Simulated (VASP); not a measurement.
Here is a VASP 6.6.1 calculation.

File INCAR:

```
ALGO     = Normal         # electronic algorithm
EDIFF    = 1E-6           # SCF threshold, eV
EDIFFG   = -0.003         # ionic threshold
ENCUT    = 600            # plane-wave cutoff, eV
GGA      = PE             # functional
IBRION   = 2              # ionic algorithm
ISIF     = 3              # what is computed and relaxed
ISMEAR   = 0              # smearing method
LASPH    = True           # aspherical terms in the spheres
LCHARG   = False          # write CHGCAR
LREAL    = False          # projectors in reciprocal space
LWAVE    = False          # write WAVECAR
NELM     = 100            # most SCF steps
NSW      = 80             # ionic steps
PREC     = Accurate       # precision mode
SIGMA    = 0.1            # smearing width, eV
```

Contents of KPOINTS:

```
k-points
0
Gamma
  24 24 24
```

POSCAR

```
Rh
1.0
    0.0000000000      1.9000000000      1.9000000000
    1.9000000000      0.0000000000      1.9000000000
    1.9000000000      1.9000000000      0.0000000000
Rh
1
Direct
    0.0000000000      0.0000000000      0.0000000000
```

Potentials or basis: VASP PAW PBE potentials, release 64 (Rh_pv).

Run with:

```console
$ cat potpaw_PBE.64/Rh_pv/POTCAR > POTCAR
$ mpirun -np 1 vasp_std > vasp.out
```

(1) Predict the relaxed cell.

(2) What does it give for the band gap on the k mesh?

Results:

(1) a = 2.708 Å, b = 2.708 Å, c = 2.708 Å, α = 60.00°, β = 60.00°, γ = 60.00°.

(2) zero (an odd number of electrons rules out a gap without spin polarisation).
